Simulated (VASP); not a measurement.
# Ca2SiN2 (P6/mmm) in VASP: notebook

The runs below take Ca2SiN2 through single point, relaxation of cell and atoms, with PBE.

Everything below comes from runs of VASP 6.6.1. Logs are shortened: lines on timing, memory, paths and dates and some standing lists are left out, and cuts for length are marked.

### 1 The cell of the first run

It takes space group P6/mmm (No. 191, hexagonal). The conventional cell has a = 4.188 Å, b = 4.188 Å, c = 5.384 Å, α = 90.00°, β = 90.00°, γ = 120.00°. Ca (site symmetry -6m2) has 3 Si at 2.42 Å and 3 Ca at 2.42 Å and 6 N at 3.07 Å within 3.2 Å. Si (site symmetry 6/mmm) has 2 N at 1.89 Å and 6 Ca at 2.42 Å within 2.5 Å. N (site symmetry 6mm) has 1 N at 1.60 Å and 1 Si at 1.89 Å within 2.1 Å.

The cell was built from a structure type or drawn by symmetry, and may not be a known phase.

### 2 Single point, PBE

Contents of INCAR:

```
  PREC = Accurate
  ENCUT = 600
  EDIFF = 1E-6
  ISMEAR = 0
  SIGMA = 0.1
  LREAL = F
  LASPH = T
  NELM = 120
  ALGO = Normal
  ISIF = 2
  LWAVE = F
  LCHARG = F
  GGA = PE
  NBANDS = 25
  GGA_COMPAT = F
```

Contents of KPOINTS:

```
Automatic mesh
0
Gamma
  6 6 4
```

Contents of POSCAR:

```
Ca2SiN2
1.0
    4.1881719400      0.0000000000      0.0000000000
   -2.0940859700      3.6270633000      0.0000000000
    0.0000000000      0.0000000000      5.3839851400
Ca Si N
2 1 2
Direct
    0.3333333300      0.6666666700      0.0000000000
    0.6666666700      0.3333333300      0.0000000000
    0.0000000000      0.0000000000      0.0000000000
    0.0000000000      0.0000000000      0.6489046900
    0.0000000000      0.0000000000      0.3510953100
```

Potentials or basis: VASP PAW PBE potentials, release 64 (Ca_sv, Si, N).

Command:

```bash
$ cat potpaw_PBE.64/Ca_sv/POTCAR potpaw_PBE.64/Si/POTCAR potpaw_PBE.64/N/POTCAR > POTCAR
$ mpirun -np 1 vasp_std > vasp.out
```

OUTCAR:

```text
PREC = Accurate
   ENCUT = 600
   EDIFF = 1E-6
   ISMEAR = 0
   LREAL = F
   LASPH = T
   NELM = 120
   ISIF = 2
   GGA = PE

 ion  position               nearest neighbor table
   1  0.333  0.667  0.000-   3 2.42   2 2.42   2 2.42   3 2.42   3 2.42   2 2.42
   2  0.667  0.333  0.000-   1 2.42   3 2.42   1 2.42   3 2.42   3 2.42   1 2.42
   3  0.000  0.000  0.000-   4 1.89   5 1.89   1 2.42   2 2.42   2 2.42   1 2.42   2 2.42   1 2.42

   4  0.000  0.000  0.649-   5 1.60   3 1.89
   5  0.000  0.000  0.351-   4 1.60   3 1.89

  LATTYP: Found a hexagonal cell.
 ALAT       =     4.1881719400
 C/A-ratio  =     1.2855215156

  Lattice vectors:

 A1 = (   4.1881719400,   0.0000000000,   0.0000000000)
 A2 = (  -2.0940859700,   3.6270633000,   0.0000000000)
 A3 = (   0.0000000000,   0.0000000000,   5.3839851400)

Analysis of symmetry for initial positions (statically):
=====================================================================
 Subroutine PRICEL returns:
 Original cell was already a primitive cell.

 Routine SETGRP: Setting up the symmetry group for a
 hexagonal supercell.

 Subroutine GETGRP returns: Found 24 space group operations
 (whereof 24 operations were pure point group operations)
 out of a pool of 24 trial point group operations.

The static configuration has the point symmetry D_6h.

Analysis of symmetry for dynamics (positions and initial velocities):
=====================================================================
 Subroutine PRICEL returns:
 Original cell was already a primitive cell.

 Routine SETGRP: Setting up the symmetry group for a
 hexagonal supercell.

 Subroutine GETGRP returns: Found 24 space group operations
 (whereof 24 operations were pure point group operations)
 out of a pool of 24 trial point group operations.

The dynamic configuration has the point symmetry D_6h.

 Subroutine INISYM returns: Found 24 space group operations
 (whereof 24 operations are pure point group operations),
 and found     1 'primitive' translations

----------------------------------------------------------------------------------------

                                     Primitive cell

  volume of cell :      81.7869

  direct lattice vectors                    reciprocal lattice vectors
     4.188171940  0.000000000  0.000000000     0.238767657  0.137852571  0.000000000
    -2.094085970  3.627063300  0.000000000     0.000000000  0.275705141  0.000000000
     0.000000000  0.000000000  5.383985140     0.000000000  0.000000000  0.185736025

  length of vectors
     4.188171940  4.188171944  5.383985140     0.275705142  0.275705141  0.185736025

  position of ions in fractional coordinates (direct lattice)
     0.333333330  0.666666670  0.000000000
     0.666666670  0.333333330  0.000000000
     0.000000000  0.000000000  0.000000000
     0.000000000  0.000000000  0.648904690
     0.000000000  0.000000000  0.351095310

  ion indices of the primitive-cell ions
   primitive index   ion index
                 1           1
                 2           2
                 3           3
                 4           4
                 5           5

----------------------------------------------------------------------------------------

 KPOINTS: Automatic mesh

Automatic generation of k-mesh.
 Grid dimensions read from file:
 generate k-points for:    6    6    4

 Generating k-lattice:

  Cartesian coordinates                     Fractional coordinates (reciprocal lattice)
     0.039794609  0.022975428  0.000000000     0.166666667  0.000000000  0.000000000
     0.000000000  0.045950857  0.000000000     0.000000000  0.166666667  0.000000000
     0.000000000  0.000000000  0.046434006     0.000000000  0.000000000  0.250000000

  Length of vectors
     0.045950857  0.045950857  0.046434006

  Shift w.r.t. Gamma in fractional coordinates (k-lattice)
     0.000000000  0.000000000  0.000000000

 Subroutine IBZKPT returns following result:
 ===========================================

 Found     21 irreducible k-points:

 Following reciprocal coordinates:
            Coordinates               Weight
  0.000000  0.000000  0.000000      1.000000
  0.166667  0.000000  0.000000      6.000000
  0.333333  0.000000  0.000000      6.000000
  0.500000  0.000000  0.000000      3.000000
  0.166667  0.166667  0.000000      6.000000
  0.333333  0.166667  0.000000     12.000000
[... 13 lines left out ...]
  0.333333  0.166667  0.500000     12.000000
  0.333333  0.333333  0.500000      2.000000
   k-points           NKPTS =     21   k-points in BZ     NKDIM =     21   number of bands    NBANDS=     25
   number of dos      NEDOS =    301   number of ions     NIONS =      5
   total plane-waves  NPLWV =  62208
   dimension x,y,z NGX =    36 NGY =   36 NGZ =   48
   dimension x,y,z NGXF=    72 NGYF=   72 NGZF=   96
   ions per type =               2   1   2
   NGX,Y,Z   is equivalent  to a cutoff of  14.29, 14.29, 14.82 a.u.
   NGXF,Y,Z  is equivalent  to a cutoff of  28.58, 28.58, 29.64 a.u.
 SYSTEM =  unknown system
   PREC   = accura    normal or accurate (medium, high low for compatibility)
   ISTART =      0    job   : 0-new  1-cont  2-samecut
   ICHARG =      2    charge: 1-file 2-atom 10-const
   ISPIN  =      1    spin polarized calculation?
   LNONCOLLINEAR =      F non collinear calculations
   LSORBIT =      F    spin-orbit coupling
   LASPH  =      T    aspherical Exc in radial PAW
   ENCUT  =  600.0 eV  44.10 Ry    6.64 a.u.   8.36  8.36 10.75*2*pi/ulx,y,z
   NELM   =    120;   NELMIN=  2; NELMDL= -5     # of ELM steps
   EDIFF  = 0.1E-05   stopping-criterion for ELM
   LREAL  =      F    real-space projection
   EDIFFG = 0.1E-04   stopping-criterion for IOM
   NSW    =      0    number of steps for IOM
   IBRION =     -1    ionic relax: 0-MD 1-quasi-New 2-CG
   NFREE  =      0    steps in history (QN), initial steepest desc. (CG)
   ISIF   =      2    stress and relaxation
   ISYM   =      2    0-nonsym 1-usesym 2-fastsym
   POTIM  = 0.5000    time-step for ionic-motion
   TEBEG  =    0.0;   TEEND  =   0.0 temperature during run
   PSTRESS=    0.0 pullay stress
   NELECT =      34.0000    total number of electrons
   NUPDOWN=      -1.0000    fix difference up-down
   EMIN   =  10.00;   EMAX   =-10.00  energy-range for DOS
   EFERMI =   0.00;   METHOD = LEGACY
   ISMEAR =     0;   SIGMA  =   0.10  broadening in eV -4-tet -1-fermi 0-gaus
   EFERMI_NEDOS =   21; number of points for ismear=-14 and -15
   IALGO  =     38    algorithm
   IMIX   =      4    mixing-type and parameters
     AMIX     =   0.40;   BMIX     =  1.00
     AMIX_MAG =   1.60;   BMIX_MAG =  1.00
  volume/ion in A,a.u.               =      16.36       110.38
  Fermi-wavevector in a.u.,A,eV,Ry     =   1.221818  2.308902 20.311322  1.492840
  Thomas-Fermi vector in A             =   2.356987
   LORBIT       =      0    0 simple, 1 ext, 2 COOP (PROOUT), +10 PAW based schemes
   GGA     = PE    functional components
   LHFCALC =     F    Hartree Fock is set to
   AEXX    =    0.0000 exact exchange contribution
   IVDW    =     0    specifies the selected vdW correction
   LEPSILON=     F    determine dielectric tensor
   LRPA    =     F    only Hartree local field effects (RPA)
 non-spin polarized calculation
 Gauss-broadening in eV      SIGMA  =   0.10
  energy-cutoff  :      600.00
  volume of cell :       81.79
 maximum number of plane-waves:      2776
 NGX is ok and might be reduce to    36
   NGX = 17   NGY = 17   NGZ = 21

 number of electron      34.0000002 magnetization

 Free energy of the ion-electron system (eV)
  ---------------------------------------------------
  ext. energy  EPLUGINS =         0.00000000
  ---------------------------------------------------
  free energy    TOTEN  =       -16.26772200 eV

  energy without entropy =      -16.25432434  energy(sigma->0) =      -16.26102317

 E-fermi :   4.8555     XC(G=0):  -9.4096

 val. band max:        4.8395361211   @ k =   0.3333   0.0000   0.2500
 cond. band min:       4.8652415701   @ k =   0.3333   0.3333   0.0000
 fundamental gap:      0.0257054489
 Fermi energy:         4.8555489282

 k-point     1 :       0.0000    0.0000    0.0000
  band No.  band energies     occupation
      1     -36.7801      2.00000
      2     -35.4923      2.00000
      3     -18.7492      2.00000
      4     -18.7492      2.00000
      5     -17.6396      2.00000
      6     -16.6849      2.00000
[... 17 lines left out ...]
     24       8.7805      0.00000
     25      10.3244      0.00000

 k-point     2 :       0.1667    0.0000    0.0000
  band No.  band energies     occupation
      1     -36.7098      2.00000
      2     -35.5757      2.00000
      3     -18.8440      2.00000
      4     -18.6672      2.00000
      5     -17.5824      2.00000
      6     -16.7420      2.00000
[... 17 lines left out ...]
     24       8.7754      0.00000
     25       9.7369      0.00000

 k-point     3 :       0.3333    0.0000    0.0000
  band No.  band energies     occupation
      1     -36.5255      2.00000
      2     -35.7859      2.00000
      3     -19.0093      2.00000
      4     -18.5188      2.00000
      5     -17.4351      2.00000
      6     -16.8888      2.00000
[... 17 lines left out ...]
     24       8.8160      0.00000
     25       8.9139      0.00000

 k-point     4 :       0.5000    0.0000    0.0000
  band No.  band energies     occupation
      1     -36.3744      2.00000
      2     -35.9499      2.00000
      3     -19.0828      2.00000
      4     -18.4566      2.00000
      5     -17.3163      2.00000
      6     -17.0071      2.00000
[... 17 lines left out ...]
     24       8.5437      0.00000
     25       9.4569      0.00000
[... 393 lines left out ...]
 k-point    19 :       0.1667    0.1667    0.5000
  band No.  band energies     occupation
      1     -36.5801      2.00000
      2     -35.7248      2.00000
      3     -19.0329      2.00000
      4     -18.4579      2.00000
      5     -17.4845      2.00000
      6     -16.8464      2.00000
[... 17 lines left out ...]
     24       8.5477      0.00000
     25       9.8216      0.00000

 k-point    20 :       0.3333    0.1667    0.5000
  band No.  band energies     occupation
      1     -36.3750      2.00000
      2     -35.9492      2.00000
      3     -19.2179      2.00000
      4     -18.1780      2.00000
      5     -17.3211      2.00000
      6     -17.0470      2.00000
[... 17 lines left out ...]
     24       8.6213      0.00000
     25       9.1621      0.00000

 k-point    21 :       0.3333    0.3333    0.5000
  band No.  band energies     occupation
      1     -36.1652      2.00000
      2     -36.1652      2.00000
      3     -19.3478      2.00000
      4     -17.5939      2.00000
      5     -17.5939      2.00000
      6     -17.1631      2.00000
[... 17 lines left out ...]
     24       7.7943      0.00000
     25       9.3196      0.00000

------------------------ aborting loop because EDIFF is reached ----------------------------------------

  FORCE on cell =-STRESS in cart. coord.  units (eV):
  Direction    XX          YY          ZZ          XY          YZ          ZX
  --------------------------------------------------------------------------------------
  -------------------------------------------------------------------------------------
  Total       27.3027848     27.3027848    -14.7707043      0.0000000      0.0000000      0.0000000
  in kB      534.8525094    534.8525107   -289.3532047      0.0000000      0.0000000      0.0000000
  external PRESSURE =     260.1172718 kB  Pullay stress =       0.0000000 kB

 VOLUME and BASIS-vectors are now :
 -----------------------------------------------------------------------------
  energy-cutoff  :      600.00
  volume of cell :       81.79
      direct lattice vectors                 reciprocal lattice vectors
     4.188171940  0.000000000  0.000000000     0.238767657  0.137852571  0.000000000
    -2.094085970  3.627063300  0.000000000     0.000000000  0.275705141  0.000000000
     0.000000000  0.000000000  5.383985140     0.000000000  0.000000000  0.185736025

 POSITION                                       TOTAL-FORCE (eV/Angst)
 -----------------------------------------------------------------------------------
     -0.00000      2.41804      0.00000        -0.000000     -0.000000      0.000000
      2.09409      1.20902      0.00000         0.000000     -0.000000      0.000000
      0.00000      0.00000      0.00000         0.000000      0.000000      0.000000
      0.00000      0.00000      3.49369         0.000000      0.000000     -2.891811
      0.00000      0.00000      1.89029         0.000000      0.000000      2.891811
 -----------------------------------------------------------------------------------
    total drift:                                0.000000     -0.000000     -0.000000

  FREE ENERGIE OF THE ION-ELECTRON SYSTEM (eV)
  ---------------------------------------------------
  free  energy   TOTEN  =       -16.2677220046 eV

  energy  without entropy=      -16.2543243379  energy(sigma->0) =      -16.26102317
```

Run time: 21 s. Hardware: 1 thread of Intel Xeon 6975P-C (Granite Rapids), shared host; peak memory 0.26 GiB.

Results:

| Property | Result |
| --- | --- |
| Free energy | -16.2677 eV |
| Pressure | 26.0 GPa |
| Largest force | 2.892 eV/Å |
| Band gap on the k mesh | zero (bands 17 and 18 overlap by 2.09 eV) |

Forces on the atoms (eV/Å):
```
Ca   0.000  0.000  0.000
Ca   0.000  0.000  0.000
Si   0.000  0.000  0.000
N    0.000  0.000 -2.892
N    0.000  0.000  2.892
```

Stress tensor (GPa, compression positive):
```
 53.49   0.00   0.00
  0.00  53.49   0.00
  0.00   0.00 -28.94
```

Caveat: the cell stands under pressure; forces of over 1 eV/Å act on the atoms, so gaps and moduli don't describe the material at rest.

(Continued in part 2 of 2.)
